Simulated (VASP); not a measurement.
# SiNi3 (Pm-3m) in VASP: notebook

The runs below take SiNi3 through single point, with PBEsol, PBE.

All numbers are computed with VASP 6.6.1; they aren't measurements. Logs are shortened: lines on timing, memory, paths and dates and some standing lists are left out, and cuts for length are marked.

### Step 1. The cell of the first run

It takes space group Pm-3m (No. 221, cubic). The conventional cell has a = 3.542 Å, b = 3.542 Å, c = 3.542 Å, α = 90.00°, β = 90.00°, γ = 90.00°. Ni (site symmetry 4/mmm) has 8 Ni at 2.50 Å and 4 Si at 2.50 Å within 3.3 Å. Within 3.3 Å of Si (site symmetry m-3m) lie 12 Ni at 2.50 Å.

### Step 2. Single point, PBEsol, collinear spin, ferromagnetic start

INCAR

```
SYSTEM = SiNi3
ALGO = Normal ; EDIFF = 1E-6
ENCUT = 690 ; GGA = PS
GGA_COMPAT = .False. ; ISIF = 2
ISMEAR = -1 ; ISPIN = 2
LASPH = .True. ; LCHARG = .False.
LMAXMIX = 4 ; LORBIT = 11
LREAL = .False. ; LWAVE = .False.
MAGMOM = 0.266667 0.266667 0.266667 0 ; NBANDS = 41
NELM = 200 ; NUPDOWN = 0.8
PREC = Accurate ; SIGMA = 0.05
```

KPOINTS

```
k-points
0
Gamma
  6 6 6
  0 0 0
```

POSCAR

```
SiNi3
1.0
    3.5420000000      0.0000000000      0.0000000000
    0.0000000000      3.5420000000      0.0000000000
    0.0000000000      0.0000000000      3.5420000000
Ni Si
3 1
Direct
    0.5000000000      0.5000000000      0.0000000000
    0.5000000000      0.0000000000      0.5000000000
    0.0000000000      0.5000000000      0.5000000000
    0.0000000000      0.0000000000      0.0000000000
```

Potentials or basis: VASP PAW PBE potentials, release 64 (Ni_sv_GW, Si).

The run is started by

```bash
$ cat potpaw_PBE.64/Ni_sv_GW/POTCAR potpaw_PBE.64/Si/POTCAR > POTCAR
$ mpirun -np 1 vasp_std > vasp.out
```

OUTCAR:

```text
SYSTEM = SiNi3
   EDIFF = 1E-6
   ENCUT = 690
   GGA = PS
   ISIF = 2
   ISMEAR = -1
   ISPIN = 2
   LASPH = .True.
   LORBIT = 11
   LREAL = .False.
   NELM = 200
   NUPDOWN = 0.8
   PREC = Accurate

 ion  position               nearest neighbor table
   1  0.500  0.500  0.000-   2 2.50   3 2.50   4 2.50   2 2.50   3 2.50   2 2.50   4 2.50   2 2.50
                             3 2.50   4 2.50   3 2.50   4 2.50
   2  0.500  0.000  0.500-   1 2.50   3 2.50   4 2.50   1 2.50   4 2.50   1 2.50   3 2.50   1 2.50
                             3 2.50   4 2.50   4 2.50   3 2.50
   3  0.000  0.500  0.500-   1 2.50   2 2.50   4 2.50   1 2.50   4 2.50   2 2.50   4 2.50   4 2.50
                             1 2.50   2 2.50   1 2.50   2 2.50
   4  0.000  0.000  0.000-   1 2.50   2 2.50   3 2.50   2 2.50   3 2.50   1 2.50   3 2.50   3 2.50
                             1 2.50   2 2.50   2 2.50   1 2.50

  LATTYP: Found a simple cubic cell.
 ALAT       =     3.5420000000

  Lattice vectors:

 A1 = (   3.5420000000,   0.0000000000,   0.0000000000)
 A2 = (   0.0000000000,   3.5420000000,   0.0000000000)
 A3 = (   0.0000000000,   0.0000000000,   3.5420000000)

Analysis of symmetry for initial positions (statically):
=====================================================================
 Subroutine PRICEL returns:
 Original cell was already a primitive cell.

 Routine SETGRP: Setting up the symmetry group for a
 simple cubic supercell.

 Subroutine GETGRP returns: Found 48 space group operations
 (whereof 48 operations were pure point group operations)
 out of a pool of 48 trial point group operations.

The static configuration has the point symmetry O_h .

Analysis of symmetry for dynamics (positions and initial velocities):
=====================================================================
 Subroutine PRICEL returns:
 Original cell was already a primitive cell.

 Routine SETGRP: Setting up the symmetry group for a
 simple cubic supercell.

 Subroutine GETGRP returns: Found 48 space group operations
 (whereof 48 operations were pure point group operations)
 out of a pool of 48 trial point group operations.

The dynamic configuration has the point symmetry O_h .

Analysis of structural, dynamic, and magnetic symmetry:
=====================================================================
 Subroutine PRICEL returns:
 Original cell was already a primitive cell.

 Routine SETGRP: Setting up the symmetry group for a
 simple cubic supercell.

 Subroutine GETGRP returns: Found 48 space group operations
 (whereof 48 operations were pure point group operations)
 out of a pool of 48 trial point group operations.

The overall configuration has the point symmetry O_h .

 Subroutine INISYM returns: Found 48 space group operations
 (whereof 48 operations are pure point group operations),
 and found     1 'primitive' translations

----------------------------------------------------------------------------------------

                                     Primitive cell

  volume of cell :      44.4371

  direct lattice vectors                    reciprocal lattice vectors
     3.542000000  0.000000000  0.000000000     0.282326369  0.000000000  0.000000000
     0.000000000  3.542000000  0.000000000     0.000000000  0.282326369  0.000000000
     0.000000000  0.000000000  3.542000000     0.000000000  0.000000000  0.282326369

  length of vectors
     3.542000000  3.542000000  3.542000000     0.282326369  0.282326369  0.282326369

  position of ions in fractional coordinates (direct lattice)
     0.500000000  0.500000000  0.000000000
     0.500000000  0.000000000  0.500000000
     0.000000000  0.500000000  0.500000000
     0.000000000  0.000000000  0.000000000

  ion indices of the primitive-cell ions
   primitive index   ion index
                 1           1
                 2           2
                 3           3
                 4           4

----------------------------------------------------------------------------------------

 KPOINTS: k-points

Automatic generation of k-mesh.
 Grid dimensions read from file:
 generate k-points for:    6    6    6

 Generating k-lattice:

  Cartesian coordinates                     Fractional coordinates (reciprocal lattice)
     0.047054395  0.000000000  0.000000000     0.166666667  0.000000000  0.000000000
     0.000000000  0.047054395  0.000000000     0.000000000  0.166666667  0.000000000
     0.000000000  0.000000000  0.047054395     0.000000000  0.000000000  0.166666667

  Length of vectors
     0.047054395  0.047054395  0.047054395

  Shift w.r.t. Gamma in fractional coordinates (k-lattice)
     0.000000000  0.000000000  0.000000000

 Subroutine IBZKPT returns following result:
 ===========================================

 Found     20 irreducible k-points:

 Following reciprocal coordinates:
            Coordinates               Weight
  0.000000  0.000000  0.000000      1.000000
  0.166667  0.000000  0.000000      6.000000
  0.333333  0.000000  0.000000      6.000000
  0.500000  0.000000  0.000000      3.000000
  0.166667  0.166667  0.000000     12.000000
  0.333333  0.166667  0.000000     24.000000
[... 12 lines left out ...]
  0.500000  0.500000  0.333333      6.000000
  0.500000  0.500000  0.500000      1.000000
   k-points           NKPTS =     20   k-points in BZ     NKDIM =     20   number of bands    NBANDS=     41
   number of dos      NEDOS =    301   number of ions     NIONS =      4
   total plane-waves  NPLWV =  27000
   dimension x,y,z NGX =    30 NGY =   30 NGZ =   30
   dimension x,y,z NGXF=    60 NGYF=   60 NGZF=   60
   ions per type =               3   1
   NGX,Y,Z   is equivalent  to a cutoff of  14.08, 14.08, 14.08 a.u.
   NGXF,Y,Z  is equivalent  to a cutoff of  28.16, 28.16, 28.16 a.u.
 SYSTEM =  SiNi3
   PREC   = accura    normal or accurate (medium, high low for compatibility)
   ISTART =      0    job   : 0-new  1-cont  2-samecut
   ICHARG =      2    charge: 1-file 2-atom 10-const
   ISPIN  =      2    spin polarized calculation?
   LNONCOLLINEAR =      F non collinear calculations
   LSORBIT =      F    spin-orbit coupling
   LASPH  =      T    aspherical Exc in radial PAW
   ENCUT  =  690.0 eV  50.71 Ry    7.12 a.u.   7.59  7.59  7.59*2*pi/ulx,y,z
   NELM   =    200;   NELMIN=  2; NELMDL= -5     # of ELM steps
   EDIFF  = 0.1E-05   stopping-criterion for ELM
   LREAL  =      F    real-space projection
[... 7 lines left out ...]
   TEBEG  =    0.0;   TEEND  =   0.0 temperature during run
   PSTRESS=    0.0 pullay stress
   NELECT =      58.0000    total number of electrons
   NUPDOWN=       0.8000    fix difference up-down
   EMIN   =  10.00;   EMAX   =-10.00  energy-range for DOS
   EFERMI =   0.00;   METHOD = LEGACY
   ISMEAR =    -1;   SIGMA  =   0.05  broadening in eV -4-tet -1-fermi 0-gaus
   EFERMI_NEDOS =   21; number of points for ismear=-14 and -15
   IALGO  =     38    algorithm
   IMIX   =      4    mixing-type and parameters
     AMIX     =   0.40;   BMIX     =  1.00
     AMIX_MAG =   1.60;   BMIX_MAG =  1.00
  volume/ion in A,a.u.               =      11.11        74.97
  Fermi-wavevector in a.u.,A,eV,Ry     =   1.789104  3.380916 43.550799  3.200893
  Thomas-Fermi vector in A             =   2.852146
   LORBIT       =     11    0 simple, 1 ext, 2 COOP (PROOUT), +10 PAW based schemes
   GGA     = PS    functional components
   LHFCALC =     F    Hartree Fock is set to
   AEXX    =    0.0000 exact exchange contribution
   IVDW    =     0    specifies the selected vdW correction
   LEPSILON=     F    determine dielectric tensor
   LRPA    =     F    only Hartree local field effects (RPA)
 spin polarized calculation
  energy-cutoff  :      690.00
  volume of cell :       44.44
 maximum number of plane-waves:      1856
   NGX = 15   NGY = 15   NGZ = 15

 number of electron      57.9999920 magnetization       0.7999999

 Free energy of the ion-electron system (eV)
  ---------------------------------------------------
  ext. energy  EPLUGINS =         0.00000000
  ---------------------------------------------------
  free energy    TOTEN  =       -28.85774586 eV

  energy without entropy =      -28.82789729  energy(sigma->0) =      -28.84282158

 E-fermi :   8.8701     XC(G=0): -13.5427

 val. band max:        9.2275874296   @ k =   0.1667   0.1667   0.0000
 cond. band min:       8.8741338629   @ k =   0.5000   0.1667   0.0000
 fundamental gap:     -0.3534535668
 Fermi energy:         9.2778147024

 spin component 1

 k-point     1 :       0.0000    0.0000    0.0000
  band No.  band energies     occupation
      1     -94.0977      1.00000
      2     -94.0667      1.00000
      3     -94.0667      1.00000
      4     -54.6910      1.00000
      5     -54.6910      1.00000
      6     -54.6910      1.00000
[... 869 lines left out ...]
     40      25.4633      0.00000
     41      29.9093      0.00000
 Fermi energy:         8.8701364281

 spin component 2

 k-point     1 :       0.0000    0.0000    0.0000
  band No.  band energies     occupation
      1     -93.7528      1.00000
      2     -93.7213      1.00000
      3     -93.7213      1.00000
      4     -54.3649      1.00000
      5     -54.3649      1.00000
      6     -54.3649      1.00000
[... 869 lines left out ...]
     40      25.4722      0.00000
     41      29.9368      0.00000

------------------------ aborting loop because EDIFF is reached ----------------------------------------

  FORCE on cell =-STRESS in cart. coord.  units (eV):
  Direction    XX          YY          ZZ          XY          YZ          ZX
  --------------------------------------------------------------------------------------
  -------------------------------------------------------------------------------------
  Total       -3.9298060     -3.9298060     -3.9298060     -0.0000000      0.0000000     -0.0000000
  in kB     -141.6889637   -141.6889637   -141.6889637     -0.0000000      0.0000000     -0.0000000
  external PRESSURE =    -141.6889637 kB  Pullay stress =       0.0000000 kB

 VOLUME and BASIS-vectors are now :
 -----------------------------------------------------------------------------
  energy-cutoff  :      690.00
  volume of cell :       44.44
      direct lattice vectors                 reciprocal lattice vectors
     3.542000000  0.000000000  0.000000000     0.282326369  0.000000000  0.000000000
     0.000000000  3.542000000  0.000000000     0.000000000  0.282326369  0.000000000
     0.000000000  0.000000000  3.542000000     0.000000000  0.000000000  0.282326369

 POSITION                                       TOTAL-FORCE (eV/Angst)
 -----------------------------------------------------------------------------------
      1.77100      1.77100      0.00000         0.000000      0.000000      0.000000
      1.77100      0.00000      1.77100         0.000000      0.000000      0.000000
      0.00000      1.77100      1.77100         0.000000      0.000000      0.000000
      0.00000      0.00000      0.00000         0.000000      0.000000      0.000000
 -----------------------------------------------------------------------------------
    total drift:                                0.000000      0.000000     -0.000000

  FREE ENERGIE OF THE ION-ELECTRON SYSTEM (eV)
  ---------------------------------------------------
  free  energy   TOTEN  =       -28.8577458597 eV

  energy  without entropy=      -28.8278972949  energy(sigma->0) =      -28.84282158

 total charge

# of ion       s       p       d       f       tot
--------------------------------------------------
    1        2.226   6.321   7.844   0.004  16.395
    2        2.226   6.321   7.844   0.004  16.395
    3        2.226   6.321   7.844   0.004  16.395
    4        0.724   0.808   0.000   0.000   1.532
--------------------------------------------------
tot          7.401  19.770  23.533   0.013  50.718

 magnetization (x)

# of ion       s       p       d       f       tot
--------------------------------------------------
    1       -0.001  -0.002   0.282  -0.000   0.280
    2       -0.001  -0.002   0.282  -0.000   0.280
    3       -0.001  -0.002   0.282  -0.000   0.280
    4       -0.002   0.006   0.000   0.000   0.004
--------------------------------------------------
tot         -0.003   0.000   0.846  -0.000   0.843
```

Run time: 2.6 min. Hardware: 1 thread of Intel Xeon Platinum 8259CL at 2.50GHz (Skylake/Cascade Lake), shared host; peak memory 0.25 GiB.

What came out:

```
Free energy                                           : -28.8577 eV
Pressure                                              : -14.2 GPa
Net moment                                            : 0.80 μB per cell
Site moments                                          : Ni +0.28; Si +0.00 μB
Valence electrons inside the program's atomic spheres : Ni 16.39; Si 1.53
```

Caveat: the cell stands under tension; the PAW data sets were made with another functional, which shifts forces and pressure a little; the total moment is fixed, so each spin has its own Fermi level and the state may be an excited one.

### Step 3. Single point, PBE, collinear spin, ferromagnetic start

INCAR

```
PREC = Accurate
ENCUT = 690
EDIFF = 1E-6
ISMEAR = 0
SIGMA = 0.015
LREAL = F
LASPH = T
NELM = 200
ALGO = Normal
ISIF = 2
LWAVE = F
LCHARG = F
ISPIN = 2
MAGMOM = 1 1 1 0
LORBIT = 11
LMAXMIX = 4
GGA = PE
NBANDS = 41
GGA_COMPAT = F
```

KPOINTS

```
Automatic mesh
0
Gamma
  8 8 8
```

POSCAR is that of step 2.

Potentials or basis: VASP PAW PBE potentials, release 64 (Ni_sv_GW, Si).

The run is started by

```bash
$ cat potpaw_PBE.64/Ni_sv_GW/POTCAR potpaw_PBE.64/Si/POTCAR > POTCAR
$ mpirun -np 1 vasp_std > vasp.out
```

Wall time 4.8 min (1 thread of Intel Xeon Platinum 8259CL at 2.50GHz (Skylake/Cascade Lake), shared host); peak memory 0.3 GiB.

The run converged. Its results:

```
Free energy                                           : -26.4918 eV
Pressure                                              : -6.9 GPa
Band gap on the k mesh                                : zero (filled and empty bands overlap)
Net moment                                            : 0.00 μB per cell
Valence electrons inside the program's atomic spheres : Ni 16.40; Si 1.53
```

Levels at points of the mesh, in eV from the Fermi level:
Spin up:
```
           k point  band 26  band 27  band 28  band 29  band 30  band 31  band 32  band 33
(0.00, 0.00, 0.00)    -0.61    -0.61    -0.29     0.02     0.02     0.02     4.49     6.14
(0.50, 0.00, 0.00)    -1.26    -1.11    -0.55     0.02     3.46     3.46     4.88     5.13
(0.50, 0.50, 0.00)    -1.40    -1.07    -0.99    -0.93     0.61     0.61     5.38     6.12
(0.50, 0.50, 0.50)    -1.20    -1.20    -0.44    -0.21    -0.21    -0.21     1.07     3.84
```
Spin down:
```tsv
k point	band 25	band 26	band 27	band 28	band 29	band 30	band 31	band 32	band 33	band 34
(0.00, 0.00, 0.00)	-0.92	-0.61	-0.61	-0.29	0.02	0.02	0.02	4.49	6.14	6.14
(0.50, 0.00, 0.00)	-1.28	-1.26	-1.11	-0.55	0.02	3.46	3.46	4.88	5.13	5.13
(0.50, 0.50, 0.00)	-1.40	-1.40	-1.07	-0.99	-0.92	0.61	0.61	5.38	6.12	7.50
(0.50, 0.50, 0.50)	-1.40	-1.20	-1.20	-0.44	-0.21	-0.21	-0.21	1.07	3.84	3.84
```

Caveat: the cell stands under tension; the moments typed at the start vanished in this run.

### Step 4. Single point, PBEsol, collinear spin, ferromagnetic start

INCAR

```
SYSTEM = SiNi3
PREC     = Accurate       ! precision mode
ENCUT    = 690            ! plane-wave cutoff, eV
EDIFF    = 1E-6           ! SCF threshold, eV
ISMEAR   = -1             ! smearing method
SIGMA    = 0.05           ! smearing width, eV
LREAL    = .False.        ! projectors in reciprocal space
LASPH    = .True.         ! aspherical terms in the spheres
NELM     = 200            ! most SCF steps
ALGO     = Normal         ! electronic algorithm
ISIF     = 2              ! what is computed and relaxed
LWAVE    = .False.        ! write WAVECAR
LCHARG   = .False.        ! write CHGCAR
ISPIN    = 2              ! spin polarisation
MAGMOM   = 0.733333 0.733333 0.733333 0 ! initial moments
LORBIT   = 11             ! projections on sites
NUPDOWN  = 2.2            ! fixed moment
LMAXMIX  = 4              ! l up to which the mixer works
GGA      = PS             ! functional
NBANDS   = 41             ! bands
GGA_COMPAT= .False.
```

KPOINTS

```
Automatic mesh
0
Gamma
  6 6 6
  0 0 0
```

POSCAR is that of step 3.

The run is started by

```bash
$ cat potpaw_PBE.64/Ni_sv_GW/POTCAR potpaw_PBE.64/Si/POTCAR > POTCAR
$ mpirun -np 1 vasp_std > vasp.out
```

It took 2.2 min on 1 thread of Intel Xeon Platinum 8259CL at 2.50GHz (Skylake/Cascade Lake), shared host; peak memory 0.25 GiB.

The run converged. Its results:

```yaml
Free_energy: -28.3490 eV
Pressure: -10.3 GPa
Net_moment: 2.20 μB per cell
Site_moments: Ni +0.71; Si +0.06 μB
Valence_electrons_inside_the_program's_atomic_spheres: Ni 16.38; Si 1.55
```

Caveat: the cell stands under tension; the PAW data sets were made with another functional, which shifts forces and pressure a little; the total moment is fixed, so each spin has its own Fermi level and the state may be an excited one.

### Step 5. Overview

| level | fixed moment (μB) | k mesh | smearing | pressure (GPa) | moment (μB) |
| --- | --- | --- | --- | --- | --- |
| PBEsol | 0.8 | 6 × 6 × 6 | fermi-dirac 0.05 eV | -14.2 | 0.80 |
| PBE | - | 8 × 8 × 8 | gaussian 0.015 eV | -6.9 | 0.00 |
| PBEsol | 2.2 | 6 × 6 × 6 | fermi-dirac 0.05 eV | -10.3 | 2.20 |

Alike in all rows: task single point; potentials or basis VASP PAW PBE potentials, release 64 (Ni_sv_GW, Si); spin collinear, ferromagnetic start; cell as given; cutoff (eV) 690.

The pressure there spans -14.2 GPa (PBEsol) to -6.9 GPa (PBE); a positive pressure means that this level wants a larger cell, a negative one a smaller.

Caveats: the cell stands under tension; the PAW data sets were made with another functional, which shifts forces and pressure a little (at least some runs); the total moment is fixed, so each spin has its own Fermi level and the state may be an excited one (at least some runs); the moments typed at the start vanished in this run (at least some runs).

Total energies depend on the potentials used, so only differences within one code and one set of settings carry meaning.
